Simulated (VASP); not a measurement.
Hf, 1 atom in the cell. Symmetry: Fm-3m, No. 225, cubic system. The conventional cell has a = 4.360 Å, b = 4.360 Å, c = 4.360 Å, α = 90.00°, β = 90.00°, γ = 90.00°. Within 4.1 Å of Hf (site symmetry m-3m) lie 12 Hf at 3.08 Å. 

| Quantity | Value |
| --- | --- |
| Program | VASP 6.6.1 |
| Task | single point |
| Functional | LDA |
| Potentials or basis | VASP PAW LDA potentials, release 64 (Hf_pv) |
| Cutoff | 520 eV |
| k mesh | 20 × 20 × 20 |
| Occupations | gaussian, width 0.15 eV |
| Spin | no spin polarisation |
| Dipole correction | no |
| Further INCAR settings | ALGO = Normal; EDIFF = 1e-06; NBANDS = 11 |

Potentials or basis: VASP PAW LDA potentials, release 64 (Hf_pv).

Command:

```sh
$ cat potpaw_LDA.64/Hf_pv/POTCAR > POTCAR
$ mpirun -np 1 vasp_std > vasp.out
```

Hardware: 1 thread of Intel Xeon 8259CL, with other jobs on the host.

**Question.** Estimate the wall time of this run.

**Answer.** Wall time 40 s on 1 thread of Intel Xeon 8259CL, on a shared host, peak memory 0.17 GiB. Counts: scf iterations 11, k points 256.
